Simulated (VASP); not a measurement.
# CdS (P1) in VASP: single point with PBEsol

Aim: the single point of CdS with PBEsol.

All numbers are computed with VASP 6.6.1; they aren't measurements. Logs are shortened: lines on timing, memory, paths and dates and some standing lists are left out, and cuts for length are marked.

### 1 The cell of the first run

The typed cell holds 4 atoms: a = 4.135 Å, b = 4.171 Å, c = 6.750 Å, α = 90.41°, β = 91.14°, γ = 120.85°.

### 2 Single point, PBEsol (equal xy, yz and zx shear strains of -2 %)

Contents of INCAR:

```
SYSTEM = CdS
  ALGO = Normal
  EDIFF = 1E-6
  ENCUT = 520
  GGA = PS
  ISIF = 2
  ISMEAR = -1
  LASPH = .TRUE.
  LCHARG = .FALSE.
  LREAL = .FALSE.
  LWAVE = .FALSE.
  NBANDS = 26
  NELM = 80
  PREC = Accurate
  SIGMA = 0.01
```

Contents of KPOINTS:

```
k-points
0
G
  7 7 4
  0 0 0
```

Contents of POSCAR:

```
CdS
1.0
    4.1347992034     -0.0413479920     -0.0413479920
   -2.1032080132      3.6015151457     -0.0151344155
   -0.0674900000     -0.0674900000      6.7490000000
Cd S
2 2
Direct
    0.3333333333      0.6666666667      0.0000000000
    0.6666666667      0.3333333333      0.5000000000
    0.3333333333      0.6666666667      0.3850000000
    0.6666666667      0.3333333333      0.8850000000
```

Potentials or basis: VASP PAW PBE potentials, release 64 (Cd, S).

Run with:

```console
$ cat potpaw_PBE.64/Cd/POTCAR potpaw_PBE.64/S/POTCAR > POTCAR
$ mpirun -np 1 vasp_std > vasp.out
```

OUTCAR:

```text
SYSTEM = CdS
   EDIFF = 1E-6
   ENCUT = 520
   GGA = PS
   ISIF = 2
   ISMEAR = -1
   LASPH = .TRUE.
   LREAL = .FALSE.
   NELM = 80
   PREC = Accurate

 ion  position               nearest neighbor table
   1  0.333  0.667  0.000-   4 2.47   4 2.53   4 2.54   3 2.60
   2  0.667  0.333  0.500-   3 2.50   3 2.51   3 2.52   4 2.60
   3  0.333  0.667  0.385-   2 2.50   2 2.51   2 2.52   1 2.60
   4  0.667  0.333  0.885-   1 2.47   1 2.53   1 2.54   2 2.60

  LATTYP: Found a triclinic cell.
 ALAT       =     4.0994320569
 B/A-ratio  =     1.0087281861
 C/A-ratio  =     1.6464902388
 COS(alpha) =     0.0198960208
 COS(beta)  =     0.0274156886
 COS(gamma) =     0.4869832429

  Lattice vectors:

 A1 = (   2.0315911902,   3.5601671537,  -0.0564824075)
 A2 = (   4.1347992034,  -0.0413479920,  -0.0413479920)
 A3 = (   0.0674900000,   0.0674900000,  -6.7490000000)

Analysis of symmetry for initial positions (statically):
=====================================================================
 Subroutine PRICEL returns:
 Original cell was already a primitive cell.

 Routine SETGRP: Setting up the symmetry group for a
 triclinic supercell.

 Subroutine GETGRP returns: Found  1 space group operations
 (whereof  1 operations were pure point group operations)
 out of a pool of  2 trial point group operations.

The static configuration has the point symmetry C_1 .

Analysis of symmetry for dynamics (positions and initial velocities):
=====================================================================
 Subroutine PRICEL returns:
 Original cell was already a primitive cell.

 Routine SETGRP: Setting up the symmetry group for a
 triclinic supercell.

 Subroutine GETGRP returns: Found  1 space group operations
 (whereof  1 operations were pure point group operations)
 out of a pool of  2 trial point group operations.

The dynamic configuration has the point symmetry C_1 .

 Subroutine INISYM returns: Found  1 space group operations
 (whereof  1 operations are pure point group operations),
 and found     1 'primitive' translations

----------------------------------------------------------------------------------------

                                     Primitive cell

  volume of cell :      99.8959

  direct lattice vectors                    reciprocal lattice vectors
     4.134799203 -0.041347992 -0.041347992     0.243309290  0.142103631  0.003854129
    -2.103208013  3.601515146 -0.015134415     0.002821418  0.279320422  0.002821418
[... 89 lines left out ...]
   EDIFF  = 0.1E-05   stopping-criterion for ELM
   LREAL  =      F    real-space projection
   EDIFFG = 0.1E-04   stopping-criterion for IOM
   NSW    =      0    number of steps for IOM
   IBRION =     -1    ionic relax: 0-MD 1-quasi-New 2-CG
   NFREE  =      0    steps in history (QN), initial steepest desc. (CG)
   ISIF   =      2    stress and relaxation
   ISYM   =      2    0-nonsym 1-usesym 2-fastsym
   POTIM  = 0.5000    time-step for ionic-motion
   TEBEG  =    0.0;   TEEND  =   0.0 temperature during run
   PSTRESS=    0.0 pullay stress
   NELECT =      36.0000    total number of electrons
   NUPDOWN=      -1.0000    fix difference up-down
   EMIN   =  10.00;   EMAX   =-10.00  energy-range for DOS
   EFERMI =   0.00;   METHOD = LEGACY
   ISMEAR =    -1;   SIGMA  =   0.01  broadening in eV -4-tet -1-fermi 0-gaus
   EFERMI_NEDOS =   21; number of points for ismear=-14 and -15
   IALGO  =     38    algorithm
   IMIX   =      4    mixing-type and parameters
     AMIX     =   0.40;   BMIX     =  1.00
     AMIX_MAG =   1.60;   BMIX_MAG =  1.00
  volume/ion in A,a.u.               =      24.97       168.53
  Fermi-wavevector in a.u.,A,eV,Ry     =   1.165001  2.201533 18.466209  1.357228
  Thomas-Fermi vector in A             =   2.301532
   LORBIT       =      0    0 simple, 1 ext, 2 COOP (PROOUT), +10 PAW based schemes
   GGA     = PS    functional components
   LHFCALC =     F    Hartree Fock is set to
   AEXX    =    0.0000 exact exchange contribution
   IVDW    =     0    specifies the selected vdW correction
   LEPSILON=     F    determine dielectric tensor
   LRPA    =     F    only Hartree local field effects (RPA)
 non-spin polarized calculation
  energy-cutoff  :      520.00
  volume of cell :       99.90
 maximum number of plane-waves:      2713
   NGX = 15   NGY = 15   NGZ = 25

 number of electron      35.9999994 magnetization

 Free energy of the ion-electron system (eV)
  ---------------------------------------------------
  ext. energy  EPLUGINS =         0.00000000
  ---------------------------------------------------
  free energy    TOTEN  =       -13.60432813 eV

  energy without entropy =      -13.60432813  energy(sigma->0) =      -13.60432813

 E-fermi :   1.4249     XC(G=0):  -9.3379

 val. band max:        1.1957827852   @ k =   0.0000   0.0000   0.0000
 cond. band min:       2.2350159890   @ k =   0.0000   0.0000   0.0000
 fundamental gap:      1.0392332038
 Fermi energy:         1.4249073976

 k-point     1 :       0.0000    0.0000    0.0000
  band No.  band energies     occupation
      1     -11.1999      2.00000
      2     -10.7758      2.00000
      3      -6.5636      2.00000
      4      -6.5529      2.00000
      5      -6.4957      2.00000
      6      -6.4860      2.00000
[... 685 lines left out ...]
     25       9.0585      0.00000
     26      10.0758      0.00000

 [... further k-points ...]

------------------------ aborting loop because EDIFF is reached ----------------------------------------

  FORCE on cell =-STRESS in cart. coord.  units (eV):
  Direction    XX          YY          ZZ          XY          YZ          ZX
  --------------------------------------------------------------------------------------
  -------------------------------------------------------------------------------------
  Total        0.3762862      0.3617088     -0.9770509      0.5395661      0.3044733      0.3052700
  in kB        6.0350540      5.8012544    -15.6703980      8.6538135      4.8832848      4.8960624
  external PRESSURE =      -1.2780299 kB  Pullay stress =       0.0000000 kB

 VOLUME and BASIS-vectors are now :
 -----------------------------------------------------------------------------
  energy-cutoff  :      520.00
  volume of cell :       99.90
      direct lattice vectors                 reciprocal lattice vectors
     4.134799203 -0.041347992 -0.041347992     0.243309290  0.142103631  0.003854129
    -2.103208013  3.601515146 -0.015134415     0.002821418  0.279320422  0.002821418
    -0.067490000 -0.067490000  6.749000000     0.001496970  0.001496970  0.148200039

 POSITION                                       TOTAL-FORCE (eV/Angst)
 -----------------------------------------------------------------------------------
     -0.02387      2.38723     -0.02387         0.215008      0.089777      0.261705
      2.02172      1.13919      3.34189        -0.042490      0.081810      0.255620
     -0.04986      2.36124      2.57449         0.066891     -0.081874     -0.253628
      1.99573      1.11321      5.94025        -0.239409     -0.089713     -0.263698
 -----------------------------------------------------------------------------------
    total drift:                                0.000183      0.000133     -0.000349

  FREE ENERGIE OF THE ION-ELECTRON SYSTEM (eV)
  ---------------------------------------------------
  free  energy   TOTEN  =       -13.6043281293 eV

  energy  without entropy=      -13.6043281293  energy(sigma->0) =      -13.60432813
```

OSZICAR:

```text
N       E                     dE             d eps       ncg     rms          rms(c)
DAV:   1     0.245404359636E+03    0.24540E+03   -0.17524E+04  5148   0.127E+03
DAV:   2    -0.101124646703E+01   -0.24642E+03   -0.23761E+03  5642   0.318E+02
DAV:   3    -0.144637099792E+02   -0.13452E+02   -0.13367E+02  6262   0.744E+01
DAV:   4    -0.146041728283E+02   -0.14046E+00   -0.14032E+00  5796   0.731E+00
DAV:   5    -0.146062706672E+02   -0.20978E-02   -0.20977E-02  6058   0.901E-01    0.109E+01
DAV:   6    -0.136342344811E+02    0.97204E+00   -0.18195E+00  6876   0.150E+01    0.861E+00
DAV:   7    -0.136123430477E+02    0.21891E-01   -0.65323E-01  5414   0.440E+00    0.378E+00
DAV:   8    -0.136057914901E+02    0.65516E-02   -0.89057E-02  5580   0.301E+00    0.501E-01
DAV:   9    -0.136042334428E+02    0.15580E-02   -0.14984E-02  5822   0.154E+00    0.147E-01
DAV:  10    -0.136042280685E+02    0.53743E-05   -0.11026E-03  5690   0.351E-01    0.901E-02
DAV:  11    -0.136042709948E+02   -0.42926E-04   -0.13292E-04  5830   0.720E-02    0.733E-02
DAV:  12    -0.136043308233E+02   -0.59829E-04   -0.87805E-05  5258   0.508E-02    0.471E-02
DAV:  13    -0.136043274582E+02    0.33651E-05   -0.16516E-05  6212   0.356E-02    0.685E-03
DAV:  14    -0.136043281293E+02   -0.67101E-06   -0.10220E-06  4032   0.104E-02
   1 F= -.13604328E+02 E0= -.13604328E+02  d E =-.273453E-12
```

Run time: 2.2 min. Hardware: 1 thread of Intel Xeon Platinum 8559C (Emerald Rapids), shared host; peak memory 0.36 GiB.

Results:

```
Free energy            : -13.6043 eV
Pressure               : -0.1 GPa
Largest force          : 0.367 eV/Å
Band gap on the k mesh : 1.04 eV
```

Forces on the atoms (eV/Å):
```
Cd   0.215  0.090  0.262
Cd  -0.042  0.082  0.256
S    0.067 -0.082 -0.254
S   -0.239 -0.090 -0.264
```

Caveat: the cell differs from its parent crystal (equal xy, yz and zx shear strains of -2 %); the PAW data sets were made with another functional, which shifts forces and pressure a little.
